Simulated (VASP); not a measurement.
# K2BRu2 (R-3m) in VASP: notebook

K2BRu2 is run at these levels: PBE; tasks: single point, relaxation of cell and atoms.

All numbers are computed with VASP 6.6.1; they aren't measurements. Logs are shortened: lines on timing, memory, paths and dates and some standing lists are left out, and cuts for length are marked.

## 1. The cell of the first run

Symmetry: R-3m, No. 166, trigonal system. The conventional cell has a = 5.223 Å, b = 5.223 Å, c = 14.272 Å, α = 90.00°, β = 90.00°, γ = 120.00°. K (site symmetry 3m) has 1 B at 2.42 Å and 1 Ru at 2.58 Å and 3 K at 3.02 Å within 3.2 Å. B (site symmetry -3m) has 2 K at 2.42 Å and 6 Ru at 3.03 Å within 3.2 Å. Within 3.4 Å of Ru (site symmetry 3m) lie 1 K at 2.58 Å and 3 B at 3.03 Å and 3 Ru at 3.05 Å.

The cell was generated, and may not be a known phase.

## 2. Single point, PBE

INCAR

```
PREC = Accurate
ENCUT = 520
EDIFF = 1E-6
ISMEAR = 0
SIGMA = 0.1
LREAL = False
LASPH = True
NELM = 60
ALGO = Fast
ISIF = 2
LWAVE = False
LCHARG = False
GGA = PE
NBANDS = 32
```

KPOINTS

```
regular mesh
0
Gamma
  6 6 6
```

POSCAR

```
K2BRu2
1.0
    2.6116654100      1.5078457300      4.7573984200
   -2.6116654100      1.5078457300      4.7573984200
    0.0000000000     -3.0156914500      4.7573984200
K B Ru
2 1 2
Direct
    0.8303348900      0.8303348900      0.8303348900
    0.1696651100      0.1696651100      0.1696651100
    0.0000000000      0.0000000000      0.0000000000
    0.3500979500      0.3500979500      0.3500979500
    0.6499020500      0.6499020500      0.6499020500
```

Potentials or basis: VASP PAW PBE potentials, release 64 (K_sv, B, Ru_pv).

Run with:

```sh
cat potpaw_PBE.64/K_sv/POTCAR potpaw_PBE.64/B/POTCAR potpaw_PBE.64/Ru_pv/POTCAR > POTCAR
mpirun -np 1 vasp_std > vasp.out
```

OUTCAR:

```text
PREC = Accurate
   ENCUT = 520
   EDIFF = 1E-6
   ISMEAR = 0
   LREAL = False
   LASPH = True
   NELM = 60
   ISIF = 2
   GGA = PE

 ion  position               nearest neighbor table
   1  0.830  0.830  0.830-   3 2.42   5 2.58   2 3.02   2 3.02   2 3.02
   2  0.170  0.170  0.170-   3 2.42   4 2.58   1 3.02   1 3.02   1 3.02
   3  0.000  0.000  0.000-   1 2.42   2 2.42
   4  0.350  0.350  0.350-   2 2.58   5 3.05   5 3.05   5 3.05
   5  0.650  0.650  0.650-   1 2.58   4 3.05   4 3.05   4 3.05

  LATTYP: Found a trigonal (rhomboedric) cell.
 ALAT       =     5.6326933776
 COS(alpha) =     0.5700352533

  Lattice vectors:

 A1 = (   2.6116654100,   1.5078457300,   4.7573984200)
 A2 = (  -2.6116654100,   1.5078457300,   4.7573984200)
 A3 = (   0.0000000000,  -3.0156914500,   4.7573984200)

Analysis of symmetry for initial positions (statically):
=====================================================================
 Subroutine PRICEL returns:
 Original cell was already a primitive cell.

 Routine SETGRP: Setting up the symmetry group for a
 trigonal (rhombohedral) supercell.

 Subroutine GETGRP returns: Found 12 space group operations
 (whereof 12 operations were pure point group operations)
 out of a pool of 12 trial point group operations.

The static configuration has the point symmetry D_3d.

Analysis of symmetry for dynamics (positions and initial velocities):
=====================================================================
 Subroutine PRICEL returns:
 Original cell was already a primitive cell.

 Routine SETGRP: Setting up the symmetry group for a
 trigonal (rhombohedral) supercell.

 Subroutine GETGRP returns: Found 12 space group operations
 (whereof 12 operations were pure point group operations)
 out of a pool of 12 trial point group operations.

The dynamic configuration has the point symmetry D_3d.

 Subroutine INISYM returns: Found 12 space group operations
 (whereof 12 operations are pure point group operations),
 and found     1 'primitive' translations

----------------------------------------------------------------------------------------

                                     Primitive cell

  volume of cell :     112.4075

  direct lattice vectors                    reciprocal lattice vectors
     2.611665410  1.507845730  4.757398420     0.191448720  0.110532970  0.070066306
    -2.611665410  1.507845730  4.757398420    -0.191448720  0.110532970  0.070066306
     0.000000000 -3.015691450  4.757398420     0.000000000 -0.221065940  0.070066306

  length of vectors
     5.632693378  5.632693378  5.632693374     0.231903939  0.231903939  0.231903940

  position of ions in fractional coordinates (direct lattice)
     0.830334890  0.830334890  0.830334890
     0.169665110  0.169665110  0.169665110
     0.000000000  0.000000000  0.000000000
     0.350097950  0.350097950  0.350097950
     0.649902050  0.649902050  0.649902050

  ion indices of the primitive-cell ions
   primitive index   ion index
                 1           1
                 2           2
                 3           3
                 4           4
                 5           5

----------------------------------------------------------------------------------------

 KPOINTS: regular mesh

Automatic generation of k-mesh.
 Grid dimensions read from file:
 generate k-points for:    6    6    6

 Generating k-lattice:

  Cartesian coordinates                     Fractional coordinates (reciprocal lattice)
     0.031908120  0.018422162  0.011677718     0.166666667  0.000000000 -0.000000000
    -0.031908120  0.018422162  0.011677718     0.000000000  0.166666667 -0.000000000
     0.000000000 -0.036844323  0.011677718     0.000000000  0.000000000  0.166666667

  Length of vectors
     0.038650657  0.038650657  0.038650657

  Shift w.r.t. Gamma in fractional coordinates (k-lattice)
     0.000000000  0.000000000  0.000000000

 Subroutine IBZKPT returns following result:
 ===========================================

 Found     32 irreducible k-points:

 Following reciprocal coordinates:
            Coordinates               Weight
  0.000000  0.000000  0.000000      1.000000
  0.166667  0.000000  0.000000      6.000000
  0.333333 -0.000000  0.000000      6.000000
  0.500000 -0.000000  0.000000      3.000000
  0.166667  0.166667  0.000000      6.000000
  0.333333  0.166667  0.000000     12.000000
[... 16 lines left out ...]
  0.500000  0.500000  0.166667      6.000000
 -0.333333  0.500000  0.166667     12.000000
 [... further k-points ...]
   k-points           NKPTS =     32   k-points in BZ     NKDIM =     32   number of bands    NBANDS=     32
   number of dos      NEDOS =    301   number of ions     NIONS =      5
   total plane-waves  NPLWV =  74088
   dimension x,y,z NGX =    42 NGY =   42 NGZ =   42
   dimension x,y,z NGXF=    84 NGYF=   84 NGZF=   84
   ions per type =               2   1   2
   NGX,Y,Z   is equivalent  to a cutoff of  12.40, 12.40, 12.40 a.u.
[... 33 lines left out ...]
  Fermi-wavevector in a.u.,A,eV,Ry     =   1.241295  2.345708 20.964048  1.540814
  Thomas-Fermi vector in A             =   2.375699
   LORBIT       =      0    0 simple, 1 ext, 2 COOP (PROOUT), +10 PAW based schemes
   GGA     = PE    functional components
   LHFCALC =     F    Hartree Fock is set to
   AEXX    =    0.0000 exact exchange contribution
   IVDW    =     0    specifies the selected vdW correction
   LEPSILON=     F    determine dielectric tensor
   LRPA    =     F    only Hartree local field effects (RPA)
 non-spin polarized calculation
 RMM-DIIS sequential band-by-band and
 Gauss-broadening in eV      SIGMA  =   0.10
  energy-cutoff  :      520.00
  volume of cell :      112.41
 maximum number of plane-waves:      3060
 NGX is ok and might be reduce to    42
   NGX = 21   NGY = 21   NGZ = 21

 number of electron      49.0000000 magnetization

 Free energy of the ion-electron system (eV)
  ---------------------------------------------------
  ext. energy  EPLUGINS =         0.00000000
  ---------------------------------------------------
  free energy    TOTEN  =       -17.14413181 eV

  energy without entropy =      -17.08145146  energy(sigma->0) =      -17.11279163

 E-fermi :   3.2073     XC(G=0):  -9.7200

 val. band max:        3.2021032398   @ k =   0.3333   0.3333   0.3333
 cond. band min:       3.2271495781   @ k =  -0.3333   0.5000   0.3333
 fundamental gap:      0.0250463382
 Fermi energy:         3.2072582725

 k-point     1 :       0.0000    0.0000    0.0000
  band No.  band energies     occupation
      1     -38.7216      2.00000
      2     -38.7216      2.00000
      3     -38.6263      2.00000
      4     -38.6263      2.00000
      5     -38.3576      2.00000
      6     -38.3432      2.00000
[... 24 lines left out ...]
     31       7.6276      0.00000
     32       7.6490      0.00000

 k-point     2 :       0.1667    0.0000    0.0000
  band No.  band energies     occupation
      1     -38.7234      2.00000
      2     -38.7169      2.00000
      3     -38.6314      2.00000
      4     -38.6246      2.00000
      5     -38.3566      2.00000
      6     -38.3439      2.00000
[... 24 lines left out ...]
     31       7.8770      0.00000
     32       8.1138      0.00000

 k-point     3 :       0.3333   -0.0000    0.0000
  band No.  band energies     occupation
      1     -38.7267      2.00000
      2     -38.7053      2.00000
      3     -38.6437      2.00000
      4     -38.6212      2.00000
      5     -38.3542      2.00000
      6     -38.3460      2.00000
[... 24 lines left out ...]
     31       7.5877      0.00000
     32       8.1806      0.00000

 k-point     4 :       0.5000   -0.0000    0.0000
  band No.  band energies     occupation
      1     -38.7283      2.00000
      2     -38.6973      2.00000
      3     -38.6520      2.00000
      4     -38.6196      2.00000
      5     -38.3521      2.00000
      6     -38.3478      2.00000
[... 654 lines left out ...]
     31       7.7792      0.00000
     32       8.1236      0.00000

 k-point    23 :       0.5000    0.5000    0.1667
  band No.  band energies     occupation
      1     -38.7268      2.00000
      2     -38.7053      2.00000
      3     -38.6437      2.00000
      4     -38.6211      2.00000
      5     -38.3551      2.00000
      6     -38.3452      2.00000
[... 24 lines left out ...]
     31       7.3918      0.00000
     32       8.1799      0.00000

 k-point    24 :      -0.3333    0.5000    0.1667
  band No.  band energies     occupation
      1     -38.7298      2.00000
      2     -38.6936      2.00000
      3     -38.6557      2.00000
      4     -38.6182      2.00000
      5     -38.3531      2.00000
      6     -38.3469      2.00000
[... 24 lines left out ...]
     31       7.7168      0.00000
     32       8.4114      0.00000

 [... further k-points ...]

------------------------ aborting loop because EDIFF is reached ----------------------------------------

  FORCE on cell =-STRESS in cart. coord.  units (eV):
  Direction    XX          YY          ZZ          XY          YZ          ZX
  --------------------------------------------------------------------------------------
  -------------------------------------------------------------------------------------
  Total      -13.8536261    -13.8536261     11.2529384      0.0000000      0.0000000      0.0000000
  in kB     -197.4598591   -197.4598589    160.3914829      0.0000000      0.0000001      0.0000000
  external PRESSURE =     -78.1760784 kB  Pullay stress =       0.0000000 kB

 VOLUME and BASIS-vectors are now :
 -----------------------------------------------------------------------------
  energy-cutoff  :      520.00
  volume of cell :      112.41
      direct lattice vectors                 reciprocal lattice vectors
     2.611665410  1.507845730  4.757398420     0.191448720  0.110532970  0.070066306
    -2.611665410  1.507845730  4.757398420    -0.191448720  0.110532970  0.070066306
     0.000000000 -3.015691450  4.757398420     0.000000000 -0.221065940  0.070066306

 POSITION                                       TOTAL-FORCE (eV/Angst)
 -----------------------------------------------------------------------------------
      0.00000      0.00000     11.85070         0.000000     -0.000000     -0.121733
      0.00000      0.00000      2.42149         0.000000      0.000000      0.121733
      0.00000      0.00000      0.00000        -0.000000      0.000000     -0.000000
      0.00000      0.00000      4.99667         0.000000      0.000000      0.191161
      0.00000      0.00000      9.27553         0.000000     -0.000000     -0.191161
 -----------------------------------------------------------------------------------
    total drift:                                0.000000      0.000000      0.000000

  FREE ENERGIE OF THE ION-ELECTRON SYSTEM (eV)
  ---------------------------------------------------
  free  energy   TOTEN  =       -17.1441318082 eV

  energy  without entropy=      -17.0814514607  energy(sigma->0) =      -17.11279163
```

It took 87 s on 1 thread of Intel Xeon 6975P-C (Granite Rapids), shared host; peak memory 0.32 GiB.

Results:

- Free energy: -17.1441 eV
- Pressure: -7.8 GPa
- Largest force: 0.191 eV/Å
- Band gap on the k mesh: zero (an odd number of electrons rules out a gap without spin polarisation)

Forces on the atoms (eV/Å):
```
K    0.000  0.000 -0.122
K    0.000  0.000  0.122
B    0.000  0.000  0.000
Ru   0.000  0.000  0.191
Ru   0.000  0.000 -0.191
```

Caveat: the stress differs along the axes, from -20 to 16 GPa.

## 3. Single point, PBE

This run uses another cell than the first one, of 29.33 Å³/atom.

INCAR

```
PREC = Accurate
ENCUT = 520
EDIFF = 1E-6
ISMEAR = 0
SIGMA = 0.1
LREAL = F
LASPH = T
NELM = 100
ALGO = Fast
ISIF = 2
LWAVE = F
LCHARG = F
GGA = PE
NBANDS = 32
```

KPOINTS

```
Automatic mesh
0
Gamma
  6 6 6
```

POSCAR

```
K2BRu2
1.0
    2.0332760066      1.1739124533     10.2410954500
   -2.0332760066      1.1739124533     10.2410954500
    0.0000000000     -2.3478248959     10.2410954512
K B Ru
2 1 2
Direct
    0.9052814343      0.9052814343      0.9052814343
    0.0947185657      0.0947185657      0.0947185657
    0.0000000000      0.0000000000      0.0000000000
    0.3396306526      0.3396306526      0.3396306526
    0.6603693474      0.6603693474      0.6603693474
```

Potentials or basis: VASP PAW PBE potentials, release 64 (K_sv, B, Ru_pv).

Run with:

```sh
cat potpaw_PBE.64/K_sv/POTCAR potpaw_PBE.64/B/POTCAR potpaw_PBE.64/Ru_pv/POTCAR > POTCAR
mpirun -np 1 vasp_std > vasp.out
```

It took 12 min on 1 thread of Intel Xeon 6975P-C (Granite Rapids), shared host; peak memory 1.1 GiB.

It converged, with:

```yaml
Free_energy: -25.2016 eV
Pressure: 0.1 GPa
Largest_force: 0.014 eV/Å
Band_gap_on_the_k_mesh: zero (an odd number of electrons rules out a gap without spin polarisation)
```

Forces in eV/Å, atoms in the order of the input:
```
K    0.000  0.000  0.009
K    0.000  0.000 -0.009
B    0.000  0.000  0.000
Ru   0.000  0.000  0.014
Ru   0.000  0.000 -0.014
```

Levels at points of the mesh, in eV from the Fermi level:
```csv
k point,band 21,band 22,band 23,band 24,band 25,band 26,band 27,band 28
"(0.00, 0.00, 0.00)",-2.17,-2.11,-2.11,-0.99,-0.36,0.24,0.24,1.32
"(0.50, 0.00, 0.00)",-1.88,-1.43,-0.54,-0.21,0.56,0.82,1.33,1.42
"(0.50, 0.50, 0.00)",-1.88,-1.44,-0.54,-0.20,0.56,0.82,1.36,1.40
"(0.50, 0.50, 0.50)",-2.41,-2.11,-2.11,-1.03,0.18,0.24,0.24,0.93
```

## 4. Relaxation of cell and atoms, PBE

INCAR

```
SYSTEM = K2BRu2
ALGO     = Fast           ! electronic algorithm
EDIFF    = 1E-6           ! SCF threshold, eV
EDIFFG   = -0.04          ! ionic threshold
ENCUT    = 600            ! plane-wave cutoff, eV
GGA      = PE             ! functional
IBRION   = 2              ! ionic algorithm
ISIF     = 3              ! what is computed and relaxed
ISMEAR   = 0              ! smearing method
LASPH    = .True.         ! aspherical terms in the spheres
LCHARG   = .False.        ! write CHGCAR
LREAL    = .False.        ! projectors in reciprocal space
LWAVE    = .False.        ! write WAVECAR
NELM     = 60             ! most SCF steps
NSW      = 90             ! ionic steps
PREC     = Accurate       ! precision mode
SIGMA    = 0.1            ! smearing width, eV
```

KPOINTS

```
k-points
0
Gamma
  6 6 6
  0 0 0
```

POSCAR

```
K2BRu2
1.0
    2.6116654100      1.5078457300      4.7573984200
   -2.6116654100      1.5078457300      4.7573984200
    0.0000000000     -3.0156914500      4.7573984200
K B Ru
2 1 2
Direct
    0.8303348900      0.8303348900      0.8303348900
    0.1696651100      0.1696651100      0.1696651100
    0.0000000000      0.0000000000      0.0000000000
    0.3500979500      0.3500979500      0.3500979500
    0.6499020500      0.6499020500      0.6499020500
```

Run with:

```sh
cat potpaw_PBE.64/K_sv/POTCAR potpaw_PBE.64/B/POTCAR potpaw_PBE.64/Ru_pv/POTCAR > POTCAR
mpirun -np 1 vasp_std > vasp.out
```

Run time: 64 min. Hardware: 1 thread of Intel Xeon 6975P-C (Granite Rapids), shared host; peak memory 0.46 GiB.

It converged, with:

```yaml
Free_energy: -24.5604 eV
Relaxed_volume: 23.83 Å³/atom
Relaxed_cell: a = 8.669 Å, b = 8.669 Å, c = 8.669 Å, α = 27.08°, β = 27.08°, γ = 27.08°
Space_group_after_relaxing_to_0.1_Å: R-3m (No. 166)
Energy_gained_by_relaxing: 1483.2 meV/atom
Ionic_steps: 58
Pressure_after_relaxing: -0.1 GPa
Band_gap_on_the_k_mesh: zero (an odd number of electrons rules out a gap without spin polarisation)
```

Forces in eV/Å, atoms in the order of the input:
```
K    0.000  0.000  0.000
K    0.000  0.000  0.000
B    0.000  0.000  0.000
Ru   0.000  0.000  0.003
Ru   0.000  0.000 -0.003
```

Stress tensor (GPa, compression positive):
```
-0.06  0.00  0.00
 0.00 -0.06  0.00
 0.00  0.00 -0.25
```

Step by step:
```tsv
step	energy change (eV)	largest force (eV/Å)	pressure (GPa)	volume (Å³)
1	0.0000	0.1908	-7.82	112.41
3	-5.0499	1.9781	4.75	86.32
5	-5.4502	0.3618	2.57	92.06
7	-5.4746	0.4090	-3.14	96.62
9	-5.5156	0.1110	-0.25	93.91
11	-5.5165	0.0528	-0.04	93.67
13	-5.5172	0.0697	0.20	93.62
15	-5.5190	0.1219	-0.29	94.35
17	-5.5200	0.2013	-1.00	95.46
19	-5.5210	0.2236	-1.08	95.65
21	-5.5261	0.3088	-1.44	96.38
23	-5.5740	0.6296	-2.72	99.31
25	-6.0668	0.9315	-5.86	111.23
27	-6.2177	1.3488	-5.26	120.37
29	-6.2136	1.3680	-5.20	120.93
31	-6.2150	1.3734	-5.19	121.37
33	-6.2155	1.3951	-5.08	123.10
35	-6.2178	1.3890	-5.12	122.66
37	-6.2337	1.3832	-5.05	122.68
39	-6.2962	1.3595	-4.81	122.78
41	-6.5300	1.2686	-3.84	123.11
43	-7.0903	1.1126	0.23	123.60
45	-7.0968	1.1739	0.74	123.57
47	-7.2704	0.6453	-1.23	124.55
49	-7.3333	0.1644	-3.28	125.63
51	-7.4002	0.0898	0.00	120.01
53	-7.4121	0.1353	0.17	119.15
55	-7.4134	0.1156	-0.02	119.23
57	-7.4151	0.0585	-0.35	119.49
58	-7.4162	0.0026	-0.12	119.13
```

Final structure:
```yaml
crystal:
  lattice:
    - [2.02983, 1.17192, 8.34656]
    - [-2.02983, 1.17192, 8.34656]
    - [0.00000, -2.34385, 8.34656]
  atoms:
    - { symbol: K, position: [0.77538, 0.77538, 0.77538] }
    - { symbol: K, position: [0.22462, 0.22462, 0.22462] }
    - { symbol: B, position: [0.00000, 0.00000, 0.00000] }
    - { symbol: Ru, position: [0.34458, 0.34458, 0.34458] }
    - { symbol: Ru, position: [0.65542, 0.65542, 0.65542] }
```

Levels at points of the mesh, in eV from the Fermi level:
```csv
k point,band 21,band 22,band 23,band 24,band 25,band 26,band 27,band 28
"(0.00, 0.00, 0.00)",-2.42,-1.68,-1.68,-1.04,-0.52,0.28,0.28,2.76
"(0.50, 0.00, 0.00)",-2.19,-1.39,-1.24,-0.30,0.42,0.45,1.07,1.37
"(0.50, 0.50, 0.00)",-2.16,-1.40,-1.25,-0.34,0.42,0.45,0.93,1.49
"(0.50, 0.50, 0.50)",-2.25,-1.68,-1.68,-1.53,0.28,0.28,0.51,1.39
```

Caveat: a cell axis changed by over 15 % at a fixed basis, so the end point is rough.

## 5. The runs side by side

| task | cell | cutoff (eV) | gap on the mesh (eV) | pressure (GPa) | largest force (eV/Å) |
| --- | --- | --- | --- | --- | --- |
| single point | a = 5.633 Å, angles 55.2°, 5 atoms, atomic positions A | 520 | none | -7.8 | 0.19 |
| single point | a = 10.507 Å, angles 22.3°, 5 atoms, atomic positions B | 520 | none | 0.1 | 0.01 |
| relaxation of cell and atoms | relaxed from a = 5.633 Å, angles 55.2°, 5 atoms, atomic positions A | 600 | none | -0.1 | - |

Alike in all rows: level PBE; potentials or basis VASP PAW PBE potentials, release 64 (K_sv, B, Ru_pv); no spin polarisation; k mesh 6 × 6 × 6; smearing gaussian 0.1 eV.

Caveats: the stress differs along the axes, from -20 to 16 GPa (at least some runs); a cell axis changed by over 15 % at a fixed basis, so the end point is rough (at least some runs).

Total energies depend on the potentials used, so only differences within one code and one set of settings carry meaning.

The gap in the log of VASP goes by the Fermi energy; the results here count the filled bands.